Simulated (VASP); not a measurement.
# Fe3CoGe4 (R3) in VASP: single point with PBE

Aim: the single point of Fe3CoGe4 with PBE.

Everything below comes from runs of VASP 6.6.1. Logs are shortened: lines on timing, memory, paths and dates and some standing lists are left out, and cuts for length are marked.

**1. The cell of the first run**

Symmetry: R3, No. 146, trigonal system. Conventional cell: a = 6.588 Å, b = 6.588 Å, c = 8.071 Å, α = 90.00°, β = 90.00°, γ = 120.00°. Within 3.1 Å of Fe (site symmetry 1) lie 7 Ge at 2.37 to 2.64 Å and 4 Fe at 2.84 to 2.86 Å and 2 Co at 2.86 Å. Co (site symmetry 3) has 7 Ge at 2.36 to 2.63 Å and 6 Fe at 2.86 Å within 3.1 Å. Within 3.1 Å of Ge (site symmetry 1) lie 5 Fe at 2.37 to 2.64 Å and 2 Co at 2.41 to 2.63 Å and 6 Ge at 2.87 to 2.90 Å. Ge (site symmetry 3) has 1 Co at 2.36 Å and 6 Fe at 2.42 to 2.64 Å and 6 Ge at 2.87 to 2.90 Å within 3.1 Å.

**2. Single point, PBE, collinear spin, ferromagnetic start**

Input file INCAR:

```
SYSTEM = Fe3CoGe4
  ALGO = Normal
  EDIFF = 1E-6
  ENCUT = 600
  GGA = PE
  GGA_COMPAT = .False.
  ISIF = 2
  ISMEAR = 0
  ISPIN = 2
  KPAR = 4
  LASPH = .True.
  LCHARG = .True.
  LMAXMIX = 4
  LORBIT = 11
  LREAL = .False.
  LVHAR = .True.
  LWAVE = .False.
  MAGMOM = 1.23 1.23 1.23 0.24 0 0 0 0
  NBANDS = 58
  NELM = 200
  PREC = Accurate
  SIGMA = 0.1
```

Input file KPOINTS:

```
k-points
0
Gamma
  8 8 8
  0 0 0
```

Input file POSCAR:

```
Fe3CoGe4
1.0
    3.2940104629      1.9017978275      2.6904097372
   -3.2940104629      1.9017978275      2.6904097372
    0.0000000000     -3.8035956550      2.6904097372
Fe Co Ge
3 1 4
Direct
    0.1324779679      0.8664303935      0.6350631321
    0.8664303935      0.6350631321      0.1324779679
    0.6350631321      0.1324779679      0.8664303935
    0.3653242184      0.3653242184      0.3653242184
    0.8395652906      0.1618242031      0.3412499450
    0.1618242031      0.3412499450      0.8395652906
    0.6580648494      0.6580648494      0.6580648494
    0.3412499450      0.8395652906      0.1618242031
```

Potentials or basis: VASP PAW PBE potentials, release 64 (Fe, Co, Ge_d).

Launch:

```
cat potpaw_PBE.64/Fe/POTCAR potpaw_PBE.64/Co/POTCAR potpaw_PBE.64/Ge_d/POTCAR > POTCAR
mpirun -np 4 vasp_std > vasp.out
```

OUTCAR:

```text
SYSTEM = Fe3CoGe4
   EDIFF = 1E-6
   ENCUT = 600
   GGA = PE
   ISIF = 2
   ISMEAR = 0
   ISPIN = 2
   LASPH = .True.
   LORBIT = 11
   LREAL = .False.
   NELM = 200
   PREC = Accurate

 ion  position               nearest neighbor table
   1  0.132  0.866  0.635-   5 2.37   6 2.41   8 2.41   7 2.42   6 2.63   7 2.64   8 2.64   3 2.84
                             2 2.84   4 2.86   3 2.86   2 2.86   4 2.86
   2  0.866  0.635  0.132-   6 2.37   8 2.41   5 2.41   7 2.42   8 2.63   7 2.64   5 2.64   3 2.84
                             1 2.84   4 2.86   3 2.86   1 2.86   4 2.86
   3  0.635  0.132  0.866-   8 2.37   5 2.41   6 2.41   7 2.42   5 2.63   7 2.64   6 2.64   1 2.84
                             2 2.84   4 2.86   2 2.86   1 2.86   4 2.86
   4  0.365  0.365  0.365-   7 2.36   5 2.41   8 2.41   6 2.41   8 2.63   5 2.63   6 2.63   2 2.86
                             3 2.86   1 2.86   1 2.86   3 2.86   2 2.86
   5  0.840  0.162  0.341-   1 2.37   4 2.41   3 2.41   2 2.41   3 2.63   4 2.63   2 2.64   7 2.87
                             8 2.89   6 2.89   7 2.90   8 2.90   6 2.90
   6  0.162  0.341  0.840-   2 2.37   4 2.41   1 2.41   3 2.41   1 2.63   4 2.63   3 2.64   7 2.87
                             8 2.89   5 2.89   7 2.90   8 2.90   5 2.90
   7  0.658  0.658  0.658-   4 2.36   3 2.42   1 2.42   2 2.42   1 2.64   3 2.64   2 2.64   5 2.87
                             8 2.87   6 2.87   6 2.90   8 2.90   5 2.90
   8  0.341  0.840  0.162-   3 2.37   4 2.41   2 2.41   1 2.41   2 2.63   4 2.63   1 2.64   7 2.87
                             6 2.89   5 2.89   7 2.90   5 2.90   6 2.90

  LATTYP: Found a trigonal (rhomboedric) cell.
 ALAT       =     4.6589316866
 COS(alpha) =     0.0002135205

  Lattice vectors:

 A1 = (   3.2940104629,   1.9017978275,   2.6904097372)
 A2 = (  -3.2940104629,   1.9017978275,   2.6904097372)
 A3 = (   0.0000000000,  -3.8035956550,   2.6904097372)

Analysis of symmetry for initial positions (statically):
=====================================================================
 Subroutine PRICEL returns:
 Original cell was already a primitive cell.

 Routine SETGRP: Setting up the symmetry group for a
 trigonal (rhombohedral) supercell.

 Subroutine GETGRP returns: Found  3 space group operations
 (whereof  3 operations were pure point group operations)
 out of a pool of 12 trial point group operations.

The static configuration has the point symmetry C_3 .

Analysis of symmetry for dynamics (positions and initial velocities):
=====================================================================
 Subroutine PRICEL returns:
 Original cell was already a primitive cell.

 Routine SETGRP: Setting up the symmetry group for a
 trigonal (rhombohedral) supercell.

 Subroutine GETGRP returns: Found  3 space group operations
 (whereof  3 operations were pure point group operations)
 out of a pool of 12 trial point group operations.

The dynamic configuration has the point symmetry C_3 .

Analysis of structural, dynamic, and magnetic symmetry:
=====================================================================
 Subroutine PRICEL returns:
 Original cell was already a primitive cell.

 Routine SETGRP: Setting up the symmetry group for a
 trigonal (rhombohedral) supercell.

 Subroutine GETGRP returns: Found  3 space group operations
 (whereof  3 operations were pure point group operations)
 out of a pool of 12 trial point group operations.

The overall configuration has the point symmetry C_3 .

 Subroutine INISYM returns: Found  3 space group operations
 (whereof  3 operations are pure point group operations),
 and found     1 'primitive' translations

----------------------------------------------------------------------------------------

                                     Primitive cell

  volume of cell :     101.1251

  direct lattice vectors                    reciprocal lattice vectors
     3.294010463  1.901797828  2.690409737     0.151790653  0.087636375  0.123896865
    -3.294010463  1.901797828  2.690409737    -0.151790653  0.087636375  0.123896865
     0.000000000 -3.803595655  2.690409737     0.000000000 -0.175272749  0.123896865

  length of vectors
     4.658931687  4.658931687  4.658931687     0.214641491  0.214641491  0.214641491
[... 80 lines left out ...]
   ions per type =               3   1   4
   NGX,Y,Z   is equivalent  to a cutoff of  14.27, 14.27, 14.27 a.u.
   NGXF,Y,Z  is equivalent  to a cutoff of  28.55, 28.55, 28.55 a.u.
 SYSTEM =  Fe3CoGe4
   PREC   = accura    normal or accurate (medium, high low for compatibility)
   ISTART =      0    job   : 0-new  1-cont  2-samecut
   ICHARG =      2    charge: 1-file 2-atom 10-const
   ISPIN  =      2    spin polarized calculation?
   LNONCOLLINEAR =      F non collinear calculations
   LSORBIT =      F    spin-orbit coupling
   LASPH  =      T    aspherical Exc in radial PAW
   ENCUT  =  600.0 eV  44.10 Ry    6.64 a.u.   9.31  9.31  9.31*2*pi/ulx,y,z
   NELM   =    200;   NELMIN=  2; NELMDL= -5     # of ELM steps
   EDIFF  = 0.1E-05   stopping-criterion for ELM
   LREAL  =      F    real-space projection
   EDIFFG = 0.1E-04   stopping-criterion for IOM
   NSW    =      0    number of steps for IOM
   IBRION =     -1    ionic relax: 0-MD 1-quasi-New 2-CG
   NFREE  =      0    steps in history (QN), initial steepest desc. (CG)
   ISIF   =      2    stress and relaxation
   ISYM   =      2    0-nonsym 1-usesym 2-fastsym
   POTIM  = 0.5000    time-step for ionic-motion
   TEBEG  =    0.0;   TEEND  =   0.0 temperature during run
   PSTRESS=    0.0 pullay stress
   NELECT =      89.0000    total number of electrons
   NUPDOWN=      -1.0000    fix difference up-down
   EMIN   =  10.00;   EMAX   =-10.00  energy-range for DOS
   EFERMI =   0.00;   METHOD = LEGACY
   ISMEAR =     0;   SIGMA  =   0.10  broadening in eV -4-tet -1-fermi 0-gaus
   EFERMI_NEDOS =   21; number of points for ismear=-14 and -15
   IALGO  =     38    algorithm
   IMIX   =      4    mixing-type and parameters
     AMIX     =   0.40;   BMIX     =  1.00
     AMIX_MAG =   1.60;   BMIX_MAG =  1.00
  volume/ion in A,a.u.               =      12.64        85.30
  Fermi-wavevector in a.u.,A,eV,Ry     =   1.568864  2.964722 33.488465  2.461333
  Thomas-Fermi vector in A             =   2.670831
   LORBIT       =     11    0 simple, 1 ext, 2 COOP (PROOUT), +10 PAW based schemes
   GGA     = PE    functional components
   LHFCALC =     F    Hartree Fock is set to
   AEXX    =    0.0000 exact exchange contribution
   IVDW    =     0    specifies the selected vdW correction
   LEPSILON=     F    determine dielectric tensor
   LRPA    =     F    only Hartree local field effects (RPA)
 spin polarized calculation
 Gauss-broadening in eV      SIGMA  =   0.10
  energy-cutoff  :      600.00
  volume of cell :      101.13
 maximum number of plane-waves:      3415
 NGX is ok and might be reduce to    40
   NGX = 19   NGY = 19   NGZ = 19

 number of electron      89.0000000 magnetization       3.1994376

 Free energy of the ion-electron system (eV)
  ---------------------------------------------------
  ext. energy  EPLUGINS =         0.00000000
  ---------------------------------------------------
  free energy    TOTEN  =       -50.84942023 eV

  energy without entropy =      -50.82357160  energy(sigma->0) =      -50.83649591

 E-fermi :   8.6464     XC(G=0): -12.9831

 val. band max:        8.6412337404   @ k =  -0.2500   0.5000   0.1250
 cond. band min:       8.6485209334   @ k =  -0.2500  -0.3750   0.1250
 fundamental gap:      0.0072871930
 Fermi energy:         8.6464170457

 spin component 1

 k-point     1 :       0.0000    0.0000    0.0000
  band No.  band energies     occupation
      1     -16.0451      1.00000
      2     -16.0451      1.00000
      3     -16.0396      1.00000
      4     -16.0084      1.00000
      5     -16.0084      1.00000
      6     -16.0030      1.00000
[... 1405 lines left out ...]
     55      12.5719      0.00000
     56      14.2895      0.00000

 [... further k-points ...]

 spin component 2

 k-point     1 :       0.0000    0.0000    0.0000
  band No.  band energies     occupation
      1     -16.0603      1.00000
      2     -16.0603      1.00000
      3     -16.0520      1.00000
      4     -16.0220      1.00000
      5     -16.0220      1.00000
      6     -16.0142      1.00000
[... 1405 lines left out ...]
     55      12.8728      0.00000
     56      14.4014      0.00000

 [... further k-points ...]

 [bands above 56 left out]

------------------------ aborting loop because EDIFF is reached ----------------------------------------

  FORCE on cell =-STRESS in cart. coord.  units (eV):
  Direction    XX          YY          ZZ          XY          YZ          ZX
  --------------------------------------------------------------------------------------
  -------------------------------------------------------------------------------------
  Total        0.1154134      0.1154134      0.1099524      0.0000017      0.0000000     -0.0000000
  in kB        1.8285538      1.8285538      1.7420324      0.0000270      0.0000000     -0.0000000
  external PRESSURE =       1.7997133 kB  Pullay stress =       0.0000000 kB

 VOLUME and BASIS-vectors are now :
 -----------------------------------------------------------------------------
  energy-cutoff  :      600.00
  volume of cell :      101.13
      direct lattice vectors                 reciprocal lattice vectors
     3.294010463  1.901797828  2.690409737     0.151790653  0.087636375  0.123896865
    -3.294010463  1.901797828  2.690409737    -0.151790653  0.087636375  0.123896865
     0.000000000 -3.803595655  2.690409737     0.000000000 -0.175272749  0.123896865

 POSITION                                       TOTAL-FORCE (eV/Angst)
 -----------------------------------------------------------------------------------
     -2.41765     -0.51580      4.39605         0.019908     -0.005138      0.004435
      0.76213      2.35164      4.39605        -0.014404     -0.014672      0.004435
      1.65552     -1.83584      4.39605        -0.005504      0.019810      0.004435
      0.00000      0.00000      2.94862        -0.000000      0.000000     -0.010122
      2.23249      0.60646      3.61225        -0.002585     -0.001006      0.000490
     -0.59103     -2.23662      3.61225         0.000422      0.002741      0.000490
      0.00000      0.00000      5.31139        -0.000000      0.000000     -0.004652
     -1.64146      1.63016      3.61225         0.002163     -0.001736      0.000490
 -----------------------------------------------------------------------------------
    total drift:                               -0.000000     -0.000010      0.000108

  FREE ENERGIE OF THE ION-ELECTRON SYSTEM (eV)
  ---------------------------------------------------
  free  energy   TOTEN  =       -50.8494202291 eV

  energy  without entropy=      -50.8235716002  energy(sigma->0) =      -50.83649591

 total charge

# of ion       s       p       d       tot
------------------------------------------
    1        0.379   0.504   6.473   7.356
    2        0.379   0.504   6.473   7.356
    3        0.379   0.504   6.473   7.356
    4        0.383   0.491   7.492   8.367
    5        1.117   1.236  10.121  12.474
    6        1.117   1.236  10.121  12.474
    7        1.113   1.244  10.120  12.477
    8        1.117   1.236  10.121  12.474
--------------------------------------------------
tot          5.984   6.955  67.396  80.334

 magnetization (x)

# of ion       s       p       d       tot
------------------------------------------
    1        0.002  -0.003   1.121   1.120
    2        0.002  -0.003   1.121   1.120
    3        0.002  -0.003   1.121   1.120
    4       -0.006  -0.013   0.230   0.210
    5       -0.010  -0.046  -0.007  -0.063
    6       -0.010  -0.046  -0.007  -0.063
    7       -0.008  -0.055  -0.004  -0.067
    8       -0.010  -0.046  -0.007  -0.063
--------------------------------------------------
tot         -0.039  -0.215   3.568   3.314
```

It took 3.7 min on 4 MPI ranks of AMD EPYC 9R45 (Zen 5), shared host; peak memory 0.95 GiB.

What came out:

```
Free energy                                           : -50.8494 eV
Pressure                                              : 0.2 GPa
Largest force                                         : 0.021 eV/Å
Net moment                                            : 3.20 μB per cell
Site moments                                          : Fe +1.12; Co +0.21; Ge -0.06, -0.07 (each value once) μB
Valence electrons inside the program's atomic spheres : Fe 7.36; Co 8.37; Ge 12.47, 12.48 (each value once)
```

Forces in eV/Å, atoms in the order of the input:
```
Fe   0.020 -0.005  0.004
Fe  -0.014 -0.015  0.004
Fe  -0.006  0.020  0.004
Co   0.000  0.000 -0.010
Ge  -0.003 -0.001  0.000
Ge   0.000  0.003  0.000
Ge   0.000  0.000 -0.005
Ge   0.002 -0.002  0.000
```

Levels at points of the mesh, in eV from the Fermi level:
Spin up:
```
           k point  band 42  band 43  band 44  band 45  band 46  band 47  band 48  band 49  band 50  band 51
(0.00, 0.00, 0.00)    -0.81    -0.72    -0.72    -0.29    -0.29    -0.26     1.79     1.85     1.85     2.76
(0.50, 0.00, 0.00)    -0.93    -0.75    -0.70    -0.56    -0.48     0.81     0.88     0.90     0.99     3.69
(0.50, 0.50, 0.00)    -1.35    -1.01    -0.89    -0.13    -0.10     0.19     0.28     1.43     1.49     2.11
(0.50, 0.50, 0.50)    -1.06    -0.99    -0.99    -0.41    -0.40    -0.40    -0.36     4.41     4.42     4.42
```
Spin down:
| k point | band 41 | band 42 | band 43 | band 44 | band 45 | band 46 |
| --- | --- | --- | --- | --- | --- | --- |
| (0.00, 0.00, 0.00) | -0.35 | -0.07 | 0.22 | 0.22 | 0.68 | 0.68 |
| (0.50, 0.00, 0.00) | -0.32 | -0.22 | 0.14 | 0.19 | 0.36 | 0.55 |
| (0.50, 0.50, 0.00) | -0.63 | -0.58 | -0.32 | 0.04 | 0.72 | 0.79 |
| (0.50, 0.50, 0.50) | -0.38 | -0.20 | -0.20 | -0.19 | 0.49 | 0.49 |
